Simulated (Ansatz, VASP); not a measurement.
## One calculation of PbSe, two programs

File POSCAR:

```
PbSe
1.0
    0.0000000000      3.0401081059      3.0401081059
    3.0401081059      0.0000000000      3.0401081059
    3.0401081059      3.0401081059      0.0000000000
Pb Se
1 1
Direct
    0.0000000000      0.0000000000      0.0000000000
    0.5000000000      0.5000000000      0.5000000000
```

File INCAR.step1:

```
SYSTEM = PbSe
PREC     = Accurate       ! precision mode
ENCUT    = 520            ! plane-wave cutoff, eV
EDIFF    = 1E-5           ! SCF threshold, eV
ISMEAR   = -1             ! smearing method
SIGMA    = 0.05           ! smearing width, eV
LREAL    = .FALSE.        ! projectors in reciprocal space
LASPH    = .TRUE.         ! aspherical terms in the spheres
NELM     = 80             ! most SCF steps
ALGO     = Normal         ! electronic algorithm
ISIF     = 2              ! what is computed and relaxed
LWAVE    = .TRUE.         ! write WAVECAR
LCHARG   = .FALSE.        ! write CHGCAR
GGA      = PE             ! functional
NBANDS   = 17             ! bands
```

INCAR.step2

```
SYSTEM = PbSe
PREC     = Accurate       ! precision mode
ENCUT    = 520            ! plane-wave cutoff, eV
EDIFF    = 1E-6           ! SCF threshold, eV
ISMEAR   = -1             ! smearing method
SIGMA    = 0.05           ! smearing width, eV
LREAL    = .FALSE.        ! projectors in reciprocal space
LASPH    = .TRUE.         ! aspherical terms in the spheres
NELM     = 80             ! most SCF steps
ALGO     = Normal         ! electronic algorithm
ISIF     = 2              ! what is computed and relaxed
LWAVE    = .FALSE.        ! write WAVECAR
LCHARG   = .FALSE.        ! write CHGCAR
GGA      = PE             ! functional
LHFCALC  = .TRUE.         ! exact exchange
AEXX     = 0.25           ! exact-exchange fraction
PRECFOCK = Normal       
ISTART   = 1            
NBANDS   = 17             ! bands
```

The input KPOINTS:

```
Automatic mesh
0
G
  4 4 4
  0 0 0
```

File input.yaml:

```yaml
crystal:
  lattice:
    - [0.0, 3.0401081059, 3.0401081059]
    - [3.0401081059, 0.0, 3.0401081059]
    - [3.0401081059, 3.0401081059, 0.0]
  atoms:
    - { symbol: Pb, position: [0.0, 0.0, 0.0] }
    - { symbol: Se, position: [0.5, 0.5, 0.5] }
hamiltonian:
  xc: pbe0
  pseudopotentials: { kind: paw }
kpoints:
  mp_grid: { grid: [4, 4, 4] }
scf:
  occupations: { method: fermi_dirac, width: 0.05 }
output:
  forces: true
  stress: true
  eigenvalues: true
  write_density: true
  write_potential: true
  elf: true
  volumetric_format: npy
```

Alike in both runs: task single point; functional PBE0; k mesh 4 × 4 × 4; occupations fermi-dirac, width 0.05 eV; no spin polarisation.

|  | VASP | Ansatz |
| --- | --- | --- |
| version | VASP 6.6.1 | Ansatz 0.2.0 |
| potentials or method | VASP PAW PBE potentials, release 64 (Pb_d, Se) | Ansatz PAW |
| plane-wave cutoff (eV) | 520 | 420 |
| valence electrons in the cell | 20 | 30 |

```csv
,VASP,Ansatz,Ansatz less VASP
gap on the k mesh at the Fermi level (eV),1.28,1.20,-0.081
least direct gap on the mesh (eV),1.28,1.20,-0.081
pressure (GPa),2.3,2.6,+0.26
```

VASP's potentials hold 20 valence electrons a cell and Ansatz's 30, so a difference there can come from the potentials and not from the codes.

The k mesh is coarse, so the values compare programs but aren't converged. Spin-orbit coupling is off throughout.
